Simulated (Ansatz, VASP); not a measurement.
**Two plane-wave programs on Zn5CdS6**

```
CELL_PARAMETERS angstrom
3.89365 0.00000 0.00000
-1.94682 3.37200 0.00000
0.00000 0.00000 19.27717
ATOMIC_POSITIONS crystal
Zn 0.33333 0.66667 0.99588
Zn 0.33333 0.66667 0.67100
Zn 0.66667 0.33333 0.15794
Zn 0.66667 0.33333 0.50861
Zn 0.66667 0.33333 0.83343
Cd 0.33333 0.66667 0.33620
S 0.33333 0.66667 0.11832
S 0.33333 0.66667 0.46847
S 0.33333 0.66667 0.79344
S 0.66667 0.33333 0.27982
S 0.66667 0.33333 0.63103
S 0.66667 0.33333 0.95586
```

Alike in both runs: task single point; functional PBE; k mesh 6 × 6 × 1; occupations gaussian, width 0.1 eV; no spin polarisation.

```csv
,VASP,Ansatz
version,VASP 6.6.1,Ansatz 0.2.0
potentials or method,"VASP PAW PBE potentials, release 64 (Zn, Cd, S), cutoff 520 eV","scalar-relativistic, plane waves, PAW"
valence electrons in the cell,108,116
```

```csv
,VASP,Ansatz,Ansatz less VASP
gap on the k mesh at the Fermi level (eV),1.58,1.58,+0.004
least direct gap on the mesh (eV),1.58,1.58,+0.004
pressure (GPa),0.2,0.0,-0.19
rms of the force components (eV/Å),0.006,0.001,-0.0054
```

Atom by atom the forces differ by 0.006 eV/Å (rms over components). VASP's potentials hold 108 valence electrons a cell and Ansatz's 116, so a difference there can come from the potentials and not from the codes.
